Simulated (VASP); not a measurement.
# PbF2 (I4/mmm) in VASP: further runs

Runs on PbF2. Level: r2SCAN. Tasks: single point.

Everything below comes from runs of VASP 6.6.1. Logs are shortened: lines on timing, memory, paths and dates and some standing lists are left out, and cuts for length are marked.

## 1. The cell of the first run

It takes space group I4/mmm (No. 139, tetragonal). Conventional cell: a = 3.952 Å, b = 3.952 Å, c = 6.707 Å, α = 90.00°, β = 90.00°, γ = 90.00°. Within 3.4 Å of Pb (site symmetry 4/mmm) lie 8 F at 2.59 Å. F (site symmetry -4m2) has 4 Pb at 2.59 Å and 6 F at 2.79 to 3.35 Å within 3.4 Å.

## 2. Single point, r2SCAN

POSCAR

```
PbF2
1.0
    0.0000000000      2.7947358504      3.3536830204
    2.7947358504      0.0000000000      3.3536830204
    2.7947358504      2.7947358504      0.0000000000
Pb F
1 2
Direct
    0.0000000000      0.0000000000      0.0000000000
    0.2500000000      0.2500000000      0.2500000000
    0.7500000000      0.7500000000      0.7500000000
```

INCAR.step1

```
ALGO = Normal
EDIFF = 1E-4
ENCUT = 520
GGA = PE
ISMEAR = 0
LASPH = True
LCHARG = False
LREAL = False
LWAVE = True
NBANDS = 21
NELM = 60
PREC = Accurate
SIGMA = 0.05
```

INCAR.step2

```
ALGO = Normal
EDIFF = 1E-7
ENCUT = 520
ISIF = 2
ISMEAR = 0
ISTART = 1
LASPH = True
LCHARG = True
LELF = True
LMIXTAU = True
LREAL = False
LVHAR = True
LWAVE = False
METAGGA = R2SCAN
NBANDS = 21
NELM = 60
PREC = Accurate
SIGMA = 0.05
```

KPOINTS

```
k-points
0
Gamma
  8 8 8
```

Potentials or basis: VASP PAW PBE potentials, release 64 (Pb_d, F).

Run with:

```console
> cat potpaw_PBE.64/Pb_d/POTCAR potpaw_PBE.64/F/POTCAR > POTCAR
> cp INCAR.step1 INCAR
> mpirun -np 1 vasp_std > vasp.out
> cp INCAR.step2 INCAR
> mpirun -np 1 vasp_std > vasp.out
```

OUTCAR:

```text
EDIFF = 1E-7
   ENCUT = 520
   ISIF = 2
   ISMEAR = 0
   ISTART = 1
   LASPH = True
   LREAL = False
   METAGGA = R2SCAN
   NELM = 60
   PREC = Accurate

 ion  position               nearest neighbor table
   1  0.000  0.000  0.000-   3 2.59   3 2.59   3 2.59   2 2.59   2 2.59   2 2.59   3 2.59   2 2.59

   2  0.250  0.250  0.250-   1 2.59   1 2.59   1 2.59   1 2.59
   3  0.750  0.750  0.750-   1 2.59   1 2.59   1 2.59   1 2.59

  LATTYP: Found a body centered tetragonal cell.
 ALAT       =     3.9523533429
 C/A-ratio  =     1.6970562748

  Lattice vectors:

 A1 = (  -2.7947358504,   0.0000000000,   3.3536830204)
 A2 = (   2.7947358504,   0.0000000000,   3.3536830204)
 A3 = (   0.0000000000,   2.7947358504,  -3.3536830204)

Analysis of symmetry for initial positions (statically):
=====================================================================
 Subroutine PRICEL returns:
 Original cell was already a primitive cell.

 Routine SETGRP: Setting up the symmetry group for a
 body centered tetragonal supercell.

 Subroutine GETGRP returns: Found 16 space group operations
 (whereof 16 operations were pure point group operations)
 out of a pool of 16 trial point group operations.

The static configuration has the point symmetry D_4h.

Analysis of symmetry for dynamics (positions and initial velocities):
=====================================================================
 Subroutine PRICEL returns:
 Original cell was already a primitive cell.

 Routine SETGRP: Setting up the symmetry group for a
 body centered tetragonal supercell.

 Subroutine GETGRP returns: Found 16 space group operations
 (whereof 16 operations were pure point group operations)
 out of a pool of 16 trial point group operations.

The dynamic configuration has the point symmetry D_4h.

 Subroutine INISYM returns: Found 16 space group operations
 (whereof 16 operations are pure point group operations),
 and found     1 'primitive' translations

----------------------------------------------------------------------------------------

                                     Primitive cell

  volume of cell :      52.3882

  direct lattice vectors                    reciprocal lattice vectors
     0.000000000  2.794735850  3.353683020    -0.178907785  0.178907785  0.149089821
[... 84 lines left out ...]
   LSORBIT =      F    spin-orbit coupling
   LASPH  =      T    aspherical Exc in radial PAW
   ENCUT  =  520.0 eV  38.22 Ry    6.18 a.u.   8.12  8.12  7.35*2*pi/ulx,y,z
   NELM   =     60;   NELMIN=  2; NELMDL=  0     # of ELM steps
   EDIFF  = 0.1E-06   stopping-criterion for ELM
   LREAL  =      F    real-space projection
   EDIFFG = 0.1E-05   stopping-criterion for IOM
   NSW    =      0    number of steps for IOM
   IBRION =     -1    ionic relax: 0-MD 1-quasi-New 2-CG
   NFREE  =      0    steps in history (QN), initial steepest desc. (CG)
   ISIF   =      2    stress and relaxation
   ISYM   =      2    0-nonsym 1-usesym 2-fastsym
   POTIM  = 0.5000    time-step for ionic-motion
   TEBEG  =    0.0;   TEEND  =   0.0 temperature during run
   PSTRESS=    0.0 pullay stress
   NELECT =      28.0000    total number of electrons
   NUPDOWN=      -1.0000    fix difference up-down
   EMIN   =  10.00;   EMAX   =-10.00  energy-range for DOS
   EFERMI =   0.00;   METHOD = LEGACY
   ISMEAR =     0;   SIGMA  =   0.05  broadening in eV -4-tet -1-fermi 0-gaus
   EFERMI_NEDOS =   21; number of points for ismear=-14 and -15
   IALGO  =     38    algorithm
   IMIX   =      4    mixing-type and parameters
     AMIX     =   0.40;   BMIX     =  1.00
     AMIX_MAG =   1.60;   BMIX_MAG =  1.00
  volume/ion in A,a.u.               =      17.46       117.84
  Fermi-wavevector in a.u.,A,eV,Ry     =   1.328566  2.510625 24.015460  1.765086
  Thomas-Fermi vector in A             =   2.457794
   LORBIT       =      0    0 simple, 1 ext, 2 COOP (PROOUT), +10 PAW based schemes
   METAGGA = R2SCAN    functional components
   LHFCALC =     F    Hartree Fock is set to
   AEXX    =    0.0000 exact exchange contribution
   IVDW    =     0    specifies the selected vdW correction
   LEPSILON=     F    determine dielectric tensor
   LRPA    =     F    only Hartree local field effects (RPA)
 non-spin polarized calculation
 Gauss-broadening in eV      SIGMA  =   0.05
  energy-cutoff  :      520.00
  volume of cell :       52.39
 maximum number of plane-waves:      1437
   NGX = 17   NGY = 17   NGZ = 15

 number of electron      27.9999993 magnetization

 Free energy of the ion-electron system (eV)
  ---------------------------------------------------
  ext. energy  EPLUGINS =         0.00000000
  ---------------------------------------------------
  free energy    TOTEN  =       -69.94848902 eV

  energy without entropy =      -69.94848902  energy(sigma->0) =      -69.94848902

 E-fermi :   1.9846     XC(G=0): -10.0012

 val. band max:        1.7465343898   @ k =   0.5000   0.5000   0.0000
 cond. band min:       5.8298530177   @ k =   0.5000   0.0000   0.5000
 fundamental gap:      4.0833186279
 Fermi energy:         1.9846156634

 k-point     1 :       0.0000    0.0000    0.0000
  band No.  band energies     occupation
      1     -20.7605      2.00000
      2     -20.1050      2.00000
      3     -13.6495      2.00000
      4     -13.5470      2.00000
      5     -13.5001      2.00000
      6     -13.5000      2.00000
[... 565 lines left out ...]
     20      16.9967      0.00000
     21      18.0141      0.00000

 [... further k-points ...]

------------------------ aborting loop because EDIFF is reached ----------------------------------------

  FORCE on cell =-STRESS in cart. coord.  units (eV):
  Direction    XX          YY          ZZ          XY          YZ          ZX
  --------------------------------------------------------------------------------------
  -------------------------------------------------------------------------------------
  Total        0.6136061      0.6136061     -3.1258628      0.0000000      0.0000000      0.0000000
  in kB       18.7657829     18.7657829    -95.5975926      0.0000000      0.0000000      0.0000000
  external PRESSURE =     -19.3553422 kB  Pullay stress =       0.0000000 kB

 VOLUME and BASIS-vectors are now :
 -----------------------------------------------------------------------------
  energy-cutoff  :      520.00
  volume of cell :       52.39
      direct lattice vectors                 reciprocal lattice vectors
     0.000000000  2.794735850  3.353683020    -0.178907785  0.178907785  0.149089821
     2.794735850  0.000000000  3.353683020     0.178907785 -0.178907785  0.149089821
     2.794735850  2.794735850  0.000000000     0.178907785  0.178907785 -0.149089821

 POSITION                                       TOTAL-FORCE (eV/Angst)
 -----------------------------------------------------------------------------------
      0.00000      0.00000      0.00000         0.000000     -0.000000      0.000000
      1.39737      1.39737      1.67684         0.000000      0.000000     -0.000000
      4.19210      4.19210      5.03052        -0.000000     -0.000000      0.000000
 -----------------------------------------------------------------------------------
    total drift:                                0.000000     -0.000000      0.000000

  FREE ENERGIE OF THE ION-ELECTRON SYSTEM (eV)
  ---------------------------------------------------
  free  energy   TOTEN  =       -69.9484890160 eV

  energy  without entropy=      -69.9484890160  energy(sigma->0) =      -69.94848902
```

OSZICAR.step1:

```text
N       E                     dE             d eps       ncg     rms          rms(c)
DAV:   1     0.301410247595E+03    0.30141E+03   -0.14551E+04  2502   0.152E+03
DAV:   2     0.110526067219E+02   -0.29036E+03   -0.27181E+03  2715   0.421E+02
DAV:   3    -0.154570780841E+02   -0.26510E+02   -0.26240E+02  2953   0.138E+02
DAV:   4    -0.162105227545E+02   -0.75344E+00   -0.75306E+00  2830   0.246E+01
DAV:   5    -0.162361491905E+02   -0.25626E-01   -0.25625E-01  3228   0.463E+00    0.813E+00
DAV:   6    -0.141644696461E+02    0.20717E+01   -0.93565E+00  3360   0.235E+01    0.274E+00
DAV:   7    -0.141477844269E+02    0.16685E-01   -0.48727E-01  2608   0.416E+00    0.161E+00
DAV:   8    -0.141337882998E+02    0.13996E-01   -0.12754E-01  2668   0.368E+00    0.573E-01
DAV:   9    -0.141303671990E+02    0.34211E-02   -0.23453E-02  3259   0.108E+00    0.114E-01
DAV:  10    -0.141317075134E+02   -0.13403E-02   -0.23082E-03  2521   0.454E-01    0.425E-02
DAV:  11    -0.141316590404E+02    0.48473E-04   -0.16370E-04  2551   0.126E-01
   1 F= -.14131659E+02 E0= -.14131659E+02  d E =-.663801E-17
```

Wall time 6.6 min (1 thread of AMD EPYC 7R43 (Zen 3), shared host); peak memory 0.18 GiB.

Results:

- Free energy: -69.9485 eV
- Pressure: -1.9 GPa
- Band gap on the k mesh: 4.08 eV (least direct gap 4.94 eV)

Caveat: the PAW data sets were made with another functional, which shifts forces and pressure a little; spin-orbit coupling is left out, which moves the levels of the heavy elements.

## 3. Single point, r2SCAN

This run uses another cell than the first one, of the same volume but with other edges.

POSCAR

```
PbF2
1.0
    0.0000000000      3.2262868683      2.5165037573
    3.2262868683      0.0000000000      2.5165037573
    3.2262868683      3.2262868683      0.0000000000
Pb F
1 2
Direct
    0.0000000000      0.0000000000      0.0000000000
    0.2500000000      0.2500000000      0.2500000000
    0.7500000000      0.7500000000      0.7500000000
```

INCAR.step1

```
ALGO = Normal
EDIFF = 1E-4
ENCUT = 520
GGA = PE
ISMEAR = 0
LASPH = T
LCHARG = F
LREAL = F
LWAVE = T
NBANDS = 21
NELM = 80
PREC = Accurate
SIGMA = 0.05
```

INCAR.step2

```
ALGO = Normal
EDIFF = 1E-7
ENCUT = 520
ISIF = 2
ISMEAR = 0
ISTART = 1
LASPH = T
LCHARG = F
LMIXTAU = T
LREAL = F
LWAVE = F
METAGGA = R2SCAN
NBANDS = 21
NELM = 80
PREC = Accurate
SIGMA = 0.05
```

KPOINTS is that of step 2.

Potentials or basis: VASP PAW PBE potentials, release 64 (Pb_d, F).

Run with:

```console
> cat potpaw_PBE.64/Pb_d/POTCAR potpaw_PBE.64/F/POTCAR > POTCAR
> cp INCAR.step1 INCAR
> mpirun -np 1 vasp_std > vasp.out
> cp INCAR.step2 INCAR
> mpirun -np 1 vasp_std > vasp.out
```

It took 7.7 min on 1 thread of AMD EPYC 7R43 (Zen 3), shared host; peak memory 0.19 GiB.

Results (log left out):

- Free energy: -69.7620 eV
- Pressure: -2.0 GPa
- Band gap on the k mesh: 3.88 eV (least direct gap 4.53 eV)

Stress tensor (GPa, compression positive):
```
-7.43  0.00  0.00
 0.00 -7.43  0.00
 0.00  0.00  8.76
```

Levels at points of the mesh, in eV from the valence-band top:
```csv
k point,band 11,band 12,band 13,band 14,band 15,band 16,band 17,band 18
"(0.00, 0.00, 0.00)",-2.72,-2.45,-2.45,-0.89,6.36,7.48,7.48,10.45
"(0.50, 0.00, 0.00)",-2.50,-2.45,-2.16,-0.46,4.40,7.58,7.77,12.82
"(0.50, 0.50, 0.00)",-1.90,-1.90,-1.62,-0.76,4.32,7.56,7.56,8.95
"(0.50, 0.00, 0.50)",-2.23,-1.95,-0.76,-0.22,4.31,7.20,8.52,8.75
```

Caveat: the PAW data sets were made with another functional, which shifts forces and pressure a little; spin-orbit coupling is left out, which moves the levels of the heavy elements. A k mesh can miss the band edges.

(Continued in part 2 of 2.)
